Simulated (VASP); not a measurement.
# Pt (Fm-3m) in VASP: further runs

The runs below take Pt through single point, relaxation of cell and atoms, with r2SCAN.

All numbers are computed with VASP 6.6.1; they aren't measurements. Logs are shortened: lines on timing, memory, paths and dates and some standing lists are left out, and cuts for length are marked.

## 1. The cell of the first run

It takes space group Fm-3m (No. 225, cubic). The conventional cell has a = 3.943 Å, b = 3.943 Å, c = 3.943 Å, α = 90.00°, β = 90.00°, γ = 90.00°. Pt (site symmetry m-3m) has 12 Pt at 2.79 Å within 3.7 Å.

## 2. Single point, r2SCAN

Contents of POSCAR:

```
Pt
1.0
    0.0000000000      1.9715308581      1.9715308581
    1.9715308581      0.0000000000      1.9715308581
    1.9715308581      1.9715308581      0.0000000000
Pt
1
Direct
    0.0000000000      0.0000000000      0.0000000000
```

Contents of INCAR.step1:

```
SYSTEM = Pt
PREC = Accurate
ENCUT = 520
ISMEAR = -1
SIGMA = 0.1
LREAL = .FALSE.
LASPH = .TRUE.
NELM = 60
NBANDS = 11
GGA = PE
ALGO = Normal
EDIFF = 1E-4
LWAVE = .TRUE.
LCHARG = .FALSE.
```

Contents of INCAR.step2:

```
SYSTEM = Pt
PREC = Accurate
ENCUT = 520
EDIFF = 1E-6
ISMEAR = -1
SIGMA = 0.1
LREAL = .FALSE.
LASPH = .TRUE.
NELM = 60
ALGO = Normal
ISIF = 2
LWAVE = .FALSE.
LCHARG = .FALSE.
METAGGA = R2SCAN
LMIXTAU = .TRUE.
NBANDS = 11
ISTART = 1
```

Contents of KPOINTS:

```
regular mesh
0
G
  10 10 10
  0 0 0
```

Potentials or basis: VASP PAW PBE potentials, release 64 (Pt).

Command:

```sh
cat potpaw_PBE.64/Pt/POTCAR > POTCAR
cp INCAR.step1 INCAR
mpirun -np 1 vasp_std > vasp.out
cp INCAR.step2 INCAR
mpirun -np 1 vasp_std > vasp.out
```

OUTCAR:

```text
SYSTEM = Pt
   PREC = Accurate
   ENCUT = 520
   EDIFF = 1E-6
   ISMEAR = -1
   LREAL = .FALSE.
   LASPH = .TRUE.
   NELM = 60
   ISIF = 2
   METAGGA = R2SCAN
   ISTART = 1

 ion  position               nearest neighbor table
   1  0.000  0.000  0.000-

  LATTYP: Found a face centered cubic cell.
 ALAT       =     3.9430617162

  Lattice vectors:

 A1 = (   0.0000000000,   1.9715308581,   1.9715308581)
 A2 = (   1.9715308581,   0.0000000000,   1.9715308581)
 A3 = (   1.9715308581,   1.9715308581,   0.0000000000)

Analysis of symmetry for initial positions (statically):
=====================================================================
 Subroutine PRICEL returns:
 Original cell was already a primitive cell.

 Routine SETGRP: Setting up the symmetry group for a
 face centered cubic supercell.

 Subroutine GETGRP returns: Found 48 space group operations
 (whereof 48 operations were pure point group operations)
 out of a pool of 48 trial point group operations.

The static configuration has the point symmetry O_h .

Analysis of symmetry for dynamics (positions and initial velocities):
=====================================================================
 Subroutine PRICEL returns:
 Original cell was already a primitive cell.

 Routine SETGRP: Setting up the symmetry group for a
 face centered cubic supercell.

 Subroutine GETGRP returns: Found 48 space group operations
 (whereof 48 operations were pure point group operations)
 out of a pool of 48 trial point group operations.

The dynamic configuration has the point symmetry O_h .

 Subroutine INISYM returns: Found 48 space group operations
 (whereof 48 operations are pure point group operations),
 and found     1 'primitive' translations

----------------------------------------------------------------------------------------

                                     Primitive cell

  volume of cell :      15.3264

  direct lattice vectors                    reciprocal lattice vectors
     0.000000000  1.971530858  1.971530858    -0.253610030  0.253610030  0.253610030
     1.971530858  0.000000000  1.971530858     0.253610030 -0.253610030  0.253610030
     1.971530858  1.971530858  0.000000000     0.253610030  0.253610030 -0.253610030

  length of vectors
     2.788165678  2.788165678  2.788165678     0.439265457  0.439265457  0.439265457

  position of ions in fractional coordinates (direct lattice)
     0.000000000  0.000000000  0.000000000

  ion indices of the primitive-cell ions
   primitive index   ion index
                 1           1

----------------------------------------------------------------------------------------

 KPOINTS: regular mesh

Automatic generation of k-mesh.
 Grid dimensions read from file:
 generate k-points for:   10   10   10

 Generating k-lattice:

  Cartesian coordinates                     Fractional coordinates (reciprocal lattice)
    -0.025361003  0.025361003  0.025361003     0.100000000  0.000000000  0.000000000
     0.025361003 -0.025361003  0.025361003     0.000000000  0.100000000  0.000000000
     0.025361003  0.025361003 -0.025361003     0.000000000  0.000000000  0.100000000

  Length of vectors
     0.043926546  0.043926546  0.043926546

  Shift w.r.t. Gamma in fractional coordinates (k-lattice)
     0.000000000  0.000000000  0.000000000

 Subroutine IBZKPT returns following result:
 ===========================================

 Found     47 irreducible k-points:

 Following reciprocal coordinates:
            Coordinates               Weight
  0.000000  0.000000  0.000000      1.000000
  0.100000  0.000000  0.000000      8.000000
  0.200000  0.000000  0.000000      8.000000
  0.300000  0.000000  0.000000      8.000000
  0.400000  0.000000  0.000000      8.000000
  0.500000  0.000000  0.000000      4.000000
[... 16 lines left out ...]
  0.300000  0.300000  0.000000      6.000000
  0.400000  0.300000  0.000000     24.000000
 [... further k-points ...]
   k-points           NKPTS =     47   k-points in BZ     NKDIM =     47   number of bands    NBANDS=     11
   number of dos      NEDOS =    301   number of ions     NIONS =      1
   total plane-waves  NPLWV =  13824
   dimension x,y,z NGX =    24 NGY =   24 NGZ =   24
   dimension x,y,z NGXF=    48 NGYF=   48 NGZF=   48
   ions per type =               1
   NGX,Y,Z   is equivalent  to a cutoff of  14.31, 14.31, 14.31 a.u.
   NGXF,Y,Z  is equivalent  to a cutoff of  28.62, 28.62, 28.62 a.u.
 SYSTEM =  Pt
   PREC   = accura    normal or accurate (medium, high low for compatibility)
   ISTART =      1    job   : 0-new  1-cont  2-samecut
   ICHARG =      0    charge: 1-file 2-atom 10-const
   ISPIN  =      1    spin polarized calculation?
   LNONCOLLINEAR =      F non collinear calculations
   LSORBIT =      F    spin-orbit coupling
   LASPH  =      T    aspherical Exc in radial PAW
   ENCUT  =  520.0 eV  38.22 Ry    6.18 a.u.   5.18  5.18  5.18*2*pi/ulx,y,z
   NELM   =     60;   NELMIN=  2; NELMDL=  0     # of ELM steps
   EDIFF  = 0.1E-05   stopping-criterion for ELM
   LREAL  =      F    real-space projection
   EDIFFG = 0.1E-04   stopping-criterion for IOM
   NSW    =      0    number of steps for IOM
   IBRION =     -1    ionic relax: 0-MD 1-quasi-New 2-CG
   NFREE  =      0    steps in history (QN), initial steepest desc. (CG)
   ISIF   =      2    stress and relaxation
   ISYM   =      2    0-nonsym 1-usesym 2-fastsym
   POTIM  = 0.5000    time-step for ionic-motion
   TEBEG  =    0.0;   TEEND  =   0.0 temperature during run
   PSTRESS=    0.0 pullay stress
   NELECT =      10.0000    total number of electrons
   NUPDOWN=      -1.0000    fix difference up-down
   EMIN   =  10.00;   EMAX   =-10.00  energy-range for DOS
   EFERMI =   0.00;   METHOD = LEGACY
   ISMEAR =    -1;   SIGMA  =   0.10  broadening in eV -4-tet -1-fermi 0-gaus
   EFERMI_NEDOS =   21; number of points for ismear=-14 and -15
   IALGO  =     38    algorithm
   IMIX   =      4    mixing-type and parameters
     AMIX     =   0.40;   BMIX     =  1.00
     AMIX_MAG =   1.60;   BMIX_MAG =  1.00
  volume/ion in A,a.u.               =      15.33       103.43
  Fermi-wavevector in a.u.,A,eV,Ry     =   1.419911  2.683244 27.431365  2.016148
  Thomas-Fermi vector in A             =   2.540882
   LORBIT       =      0    0 simple, 1 ext, 2 COOP (PROOUT), +10 PAW based schemes
   METAGGA = R2SCAN    functional components
   LHFCALC =     F    Hartree Fock is set to
   AEXX    =    0.0000 exact exchange contribution
   IVDW    =     0    specifies the selected vdW correction
   LEPSILON=     F    determine dielectric tensor
   LRPA    =     F    only Hartree local field effects (RPA)
 non-spin polarized calculation
  energy-cutoff  :      520.00
  volume of cell :       15.33
 maximum number of plane-waves:       424
 NGX is ok and might be reduce to    24
   NGX = 11   NGY = 11   NGZ = 11

 number of electron      10.0000001 magnetization

 Free energy of the ion-electron system (eV)
  ---------------------------------------------------
  ext. energy  EPLUGINS =         0.00000000
  ---------------------------------------------------
  free energy    TOTEN  =       -51.50977127 eV

  energy without entropy =      -51.45542418  energy(sigma->0) =      -51.48259772

 E-fermi :  10.7335     XC(G=0): -14.5217

 val. band max:       10.7329245237   @ k =   0.5000   0.0000   0.0000
 cond. band min:      10.7563089436   @ k =   0.5000   0.1000   0.0000
 fundamental gap:      0.0233844200
 Fermi energy:        10.7335120370

 k-point     1 :       0.0000    0.0000    0.0000
  band No.  band energies     occupation
      1       0.3981      2.00000
      2       6.8952      2.00000
      3       6.8952      2.00000
      4       6.8952      2.00000
      5       9.0040      2.00000
      6       9.0040      2.00000
      7      26.2328      0.00000
      8      31.3080      0.00000
      9      31.3080      0.00000
     10      31.3080      0.00000
     11      37.1152      0.00000

 k-point     2 :       0.1000    0.0000    0.0000
  band No.  band energies     occupation
      1       0.8050      2.00000
      2       6.7280      2.00000
      3       7.0475      2.00000
      4       7.0475      2.00000
      5       8.9293      2.00000
      6       8.9293      2.00000
      7      26.8288      0.00000
      8      29.5164      0.00000
      9      31.9157      0.00000
     10      31.9157      0.00000
     11      38.5198      0.00000

 k-point     3 :       0.2000    0.0000    0.0000
  band No.  band energies     occupation
      1       1.8778      2.00000
      2       6.4844      2.00000
      3       7.2738      2.00000
      4       7.2738      2.00000
      5       8.9744      2.00000
      6       8.9744      2.00000
      7      26.4155      0.00000
      8      27.9408      0.00000
      9      33.5099      0.00000
     10      33.5099      0.00000
     11      35.7883      0.00000

 k-point     4 :       0.3000    0.0000    0.0000
  band No.  band energies     occupation
      1       2.9615      2.00000
      2       6.9860      2.00000
      3       7.1562      2.00000
      4       7.1562      2.00000
      5       9.5788      1.99998
      6       9.5788      1.99998
      7      22.8019      0.00000
      8      27.4650      0.00000
      9      33.7595      0.00000
     10      33.7595      0.00000
     11      36.0288      0.00000
[... 239 lines left out ...]
 k-point    22 :      -0.2000    0.2000    0.0000
  band No.  band energies     occupation
      1       3.8582      2.00000
      2       5.9390      2.00000
      3       6.9307      2.00000
      4       8.0441      2.00000
      5       8.3156      2.00000
      6      11.1206      0.04082
      7      24.0401      0.00000
      8      26.5799      0.00000
      9      30.0540      0.00000
     10      32.4919      0.00000
     11      35.6222      0.00000

 k-point    23 :       0.3000    0.3000    0.0000
  band No.  band energies     occupation
      1       3.7746      2.00000
      2       4.8675      2.00000
      3       8.0022      2.00000
      4       9.2338      2.00000
      5       9.2338      2.00000
      6      10.0360      1.99813
      7      26.8686      0.00000
      8      26.8686      0.00000
      9      28.0994      0.00000
     10      30.6516      0.00000
     11      31.8475      0.00000

 k-point    24 :       0.4000    0.3000    0.0000
  band No.  band energies     occupation
      1       4.0784      2.00000
      2       4.6790      2.00000
      3       8.1048      2.00000
      4       9.3793      2.00000
      5      10.6173      1.52349
      6      10.9920      0.14029
      7      23.2204      0.00000
      8      25.6507      0.00000
      9      26.0865      0.00000
     10      31.5117      0.00000
     11      33.6487      0.00000

 [... further k-points ...]
[... 5 lines left out ...]
  --------------------------------------------------------------------------------------
  -------------------------------------------------------------------------------------
  Total        0.0645423      0.0645423      0.0645423      0.0000000      0.0000000     -0.0000000
  in kB        6.7470540      6.7470540      6.7470540      0.0000000      0.0000000     -0.0000000
  external PRESSURE =       6.7470540 kB  Pullay stress =       0.0000000 kB

 VOLUME and BASIS-vectors are now :
 -----------------------------------------------------------------------------
  energy-cutoff  :      520.00
  volume of cell :       15.33
      direct lattice vectors                 reciprocal lattice vectors
     0.000000000  1.971530858  1.971530858    -0.253610030  0.253610030  0.253610030
     1.971530858  0.000000000  1.971530858     0.253610030 -0.253610030  0.253610030
     1.971530858  1.971530858  0.000000000     0.253610030  0.253610030 -0.253610030

 POSITION                                       TOTAL-FORCE (eV/Angst)
 -----------------------------------------------------------------------------------
      0.00000      0.00000      0.00000         0.000000      0.000000      0.000000
 -----------------------------------------------------------------------------------
    total drift:                               -0.000000      0.000000     -0.000000

  FREE ENERGIE OF THE ION-ELECTRON SYSTEM (eV)
  ---------------------------------------------------
  free  energy   TOTEN  =       -51.5097712662 eV

  energy  without entropy=      -51.4554241820  energy(sigma->0) =      -51.48259772
```

Wall time 15 s (1 thread of Intel Xeon 6975P-C (Granite Rapids), shared host); peak memory 0.14 GiB.

Results:

- Free energy: -51.5098 eV
- Pressure: 0.7 GPa
- Band gap on the k mesh: zero (band 5 reaches 11.22 eV, above the bottom of band 6 at 8.93 eV)

Levels at points of the mesh, in eV from the Fermi level:
| k point | band 2 | band 3 | band 4 | band 5 | band 6 | band 7 | band 8 | band 9 |
| --- | --- | --- | --- | --- | --- | --- | --- | --- |
| (0.00, 0.00, 0.00) | -3.84 | -3.84 | -3.84 | -1.73 | -1.73 | 15.50 | 20.57 | 20.57 |
| (0.50, 0.00, 0.00) | -3.93 | -3.93 | -0.26 | 0.00 | 0.00 | 6.01 | 15.14 | 19.82 |
| (0.50, 0.50, 0.00) | -6.71 | -0.08 | 0.48 | 0.48 | 1.95 | 9.14 | 11.95 | 11.95 |

Caveat: the PAW data sets were made with another functional, which shifts forces and pressure a little; spin-orbit coupling is left out, which moves the levels of the heavy elements.

(Part 1 of 2 ends here.)
